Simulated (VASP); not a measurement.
Crystal: HfO2.

```xyz
12
Lattice="5.0942 0.0000 0.0000 0.0000 5.1506 0.0000 -0.8762 0.0000 5.2030" Properties=species:S:1:pos:R:3 pbc="T T T"
Hf    0.7864    2.3593    3.6832
Hf    2.9935    4.9347    4.1212
Hf    3.4316    2.7913    1.5197
Hf    1.2245    0.2160    1.0817
O     1.4248    3.8245    5.0915
O     2.3551    1.2492    2.7129
O     2.7932    1.3262    0.1115
O     1.8629    3.9015    2.4900
O     0.0449    1.7036    1.8015
O     4.6112    4.2789    0.7999
O     4.1731    3.4470    3.4014
O    -0.3932    0.8717    4.4030
```

- Program: VASP 6.6.1
- Task: relaxation of cell and atoms
- Functional: LDA
- Potentials or basis: VASP PAW LDA potentials, release 64 (Hf_pv, O)
- Cutoff: 600 eV
- k mesh: 4 × 4 × 4
- Occupations: gaussian, width 0.01 eV
- Spin: no spin polarisation

At the start: pressure -7.4 GPa; volume 11.38 Å³/atom.

**Question.** How do energy, volume and symmetry change on relaxing?

**Answer.** Over 37 steps the energy falls by 8.6 meV/atom and the volume is 11.00 Å³/atom (-3.3 %); space group P2_1/c (No. 14, to 0.05 Å).

The path:
```csv
step,energy change (eV),largest force (eV/Å),pressure (GPa),volume (Å³)
1,0.0000,0.0944,-7.36,136.52
2,0.1833,0.5481,14.64,126.45
3,-0.0917,0.2222,-0.09,132.73
4,-0.0917,0.2257,0.05,132.65
5,-0.0934,0.2108,0.03,132.46
6,-0.0948,0.0692,0.05,132.54
7,-0.0961,0.0445,-0.08,132.56
8,-0.0967,0.0359,-0.22,132.58
9,-0.0971,0.0364,0.33,132.30
10,-0.0971,0.0329,0.22,132.35
11,-0.0976,0.0390,0.09,132.39
12,-0.0978,0.0508,-0.02,132.42
13,-0.0982,0.0343,-0.05,132.43
14,-0.0984,0.0439,-0.07,132.44
15,-0.0989,0.0347,-0.01,132.37
16,-0.0995,0.0528,0.10,132.27
17,-0.0993,0.1320,0.31,132.06
18,-0.0996,0.0849,0.19,132.18
19,-0.0999,0.0807,0.17,132.18
20,-0.1006,0.0704,0.09,132.17
21,-0.1015,0.0577,-0.08,132.16
22,-0.1014,0.0730,-0.46,132.14
23,-0.1018,0.0587,-0.25,132.15
24,-0.1023,0.0429,0.03,132.00
25,-0.1023,0.0455,0.19,131.91
26,-0.1027,0.0184,0.07,131.94
27,-0.1027,0.0130,0.00,131.96
28,-0.1028,0.0096,0.00,131.96
29,-0.1028,0.0106,0.00,131.96
30,-0.1028,0.0057,-0.01,131.96
31,-0.1028,0.0059,-0.01,131.96
32,-0.1029,0.0022,0.01,131.95
33,-0.1029,0.0020,0.02,131.95
34,-0.1029,0.0025,0.03,131.94
35,-0.1029,0.0021,0.03,131.95
36,-0.1029,0.0032,-0.03,131.97
37,-0.1029,0.0016,-0.02,131.96
```

Final structure:
```
Hf O
1.0
     5.03030    0.00000    0.00113
     0.00000    5.12468    0.00000
    -0.86408    0.00000    5.11871
Hf O
4 8
Direct
  0.27792 0.45748 0.70794
  0.72208 0.95748 0.79206
  0.72208 0.54252 0.29206
  0.27792 0.04252 0.20794
  0.44614 0.74136 0.98201
  0.55386 0.24136 0.51799
  0.55386 0.25864 0.01799
  0.44614 0.75865 0.48201
  0.07343 0.34189 0.33674
  0.92657 0.84189 0.16326
  0.92657 0.65811 0.66326
  0.07343 0.15811 0.83674
```
